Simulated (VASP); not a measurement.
Input of a VASP 6.6.1 run:

File INCAR:

```
PREC = Accurate
ENCUT = 520
EDIFF = 1E-6
ISMEAR = 0
SIGMA = 0.02
LREAL = False
LASPH = True
NELM = 60
ALGO = Normal
ISIF = 2
LWAVE = False
LCHARG = True
GGA = PE
LELF = True
LVHAR = True
NBANDS = 10
```

KPOINTS

```
regular mesh
0
Gamma
  6 6 6
```

POSCAR

```
H
1.0
    2.7157514422     -2.5649490751      0.0000000000
    2.7157514422      2.5649490751      0.0000000000
    0.0000000000      0.0000000000      4.4248082838
H
4
Direct
    0.9520458164      0.0479541836      0.0641167107
    0.4520458164      0.5479541836      0.4358832893
    0.5479541836      0.4520458164      0.5641167107
    0.0479541836      0.9520458164      0.9358832893
```

Potentials or basis: VASP PAW PBE potentials, release 64 (H).

Command:

```console
$ cat potpaw_PBE.64/H/POTCAR > POTCAR
$ mpirun -np 1 vasp_std > vasp.out
```

(1) Predict the band gap on the k mesh.

(2) What does it give for the pressure?

(3) What does it give for the largest force?

Answers

(1) 9.32 eV, indirect (least direct gap 9.82 eV).

(2) -0.2 GPa.

(3) 0.017 eV/Å.
